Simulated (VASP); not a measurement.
Write the native input for VASP 6.6.1 that does the following.

| Property | Result |
| --- | --- |
| Task | single point |
| Functional | PBEsol |
| Potentials or basis | VASP PAW PBE potentials, release 64 (Zr_sv) |
| Cutoff | 520 eV |
| k mesh | 8 × 8 × 8 |
| Occupations | gaussian, width 0.1 eV |
| Spin | no spin polarisation |
| Dipole correction | no |
| Further INCAR settings | ALGO = Fast; EDIFF = 1e-06; NBANDS = 12 |

The structure of Zr lies in POSCAR:

```
Zr
1.0
    0.0000000000      2.1584285594      2.1584285594
    2.1584285594      0.0000000000      2.1584285594
    2.1584285594      2.1584285594      0.0000000000
Zr
1
Direct
    0.0000000000      0.0000000000      0.0000000000
```

These files were run (other wordings do the same):

INCAR

```
SYSTEM = Zr
PREC = Accurate ; ENCUT = 520
EDIFF = 1E-6 ; ISMEAR = 0
SIGMA = 0.1 ; LREAL = .False.
LASPH = .True. ; NELM = 80
ALGO = Fast ; ISIF = 2
LWAVE = .False. ; LCHARG = .True.
GGA = PS ; LELF = .True.
LVHAR = .True. ; NBANDS = 12
```

KPOINTS

```
Automatic mesh
0
Gamma
  8 8 8
  0 0 0
```

Potentials or basis: VASP PAW PBE potentials, release 64 (Zr_sv).

Run with:

```console
$ cat potpaw_PBE.64/Zr_sv/POTCAR > POTCAR
$ mpirun -np 1 vasp_std > vasp.out
```

Results of the run:

The pressure is 11.9 GPa and the band gap on the k mesh is zero (band 6 reaches 11.48 eV, above the bottom of band 7 at 10.08 eV).

Caveat: the PAW data sets were made with another functional, which shifts forces and pressure a little.

It took 4.3 s on 1 thread of Intel(R) Xeon(R) 6975P-C (Granite Rapids) (shared host), peak memory 0.13 GiB.
